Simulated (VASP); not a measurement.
A run of VASP 6.6.1 is set up as follows.

Contents of INCAR:

```
SYSTEM = Pt
PREC     = Accurate       ! precision mode
ENCUT    = 500            ! plane-wave cutoff, eV
EDIFF    = 1E-6           ! SCF threshold, eV
ISMEAR   = -1             ! smearing method
SIGMA    = 0.1            ! smearing width, eV
LREAL    = .False.        ! projectors in reciprocal space
LASPH    = .True.         ! aspherical terms in the spheres
NELM     = 200            ! most SCF steps
ALGO     = Normal         ! electronic algorithm
ISIF     = 2              ! what is computed and relaxed
LWAVE    = .False.        ! write WAVECAR
LCHARG   = .False.        ! write CHGCAR
ISPIN    = 2              ! spin polarisation
MAGMOM   = 0.8            ! initial moments
LORBIT   = 11             ! projections on sites
NUPDOWN  = 0.8            ! fixed moment
LMAXMIX  = 4              ! l up to which the mixer works
GGA      = PE             ! functional
NBANDS   = 15             ! bands
GGA_COMPAT= .False.
```

Contents of KPOINTS:

```
regular mesh
0
Gamma
  14 14 14
  0 0 0
```

POSCAR

```
Pt
1.0
    0.0000000000      1.9609000000      1.9609000000
    1.9609000000      0.0000000000      1.9609000000
    1.9609000000      1.9609000000      0.0000000000
Pt
1
Direct
    0.0000000000      0.0000000000      0.0000000000
```

Potentials or basis: VASP PAW PBE potentials, release 64 (Pt).

Run with:

```bash
$ cat potpaw_PBE.64/Pt/POTCAR > POTCAR
$ mpirun -np 1 vasp_std > vasp.out
```

Question: Estimate the pressure.

Answer: 12.9 GPa.

Caveat: the cell stands under pressure; the total moment is fixed, so each spin has its own Fermi level.
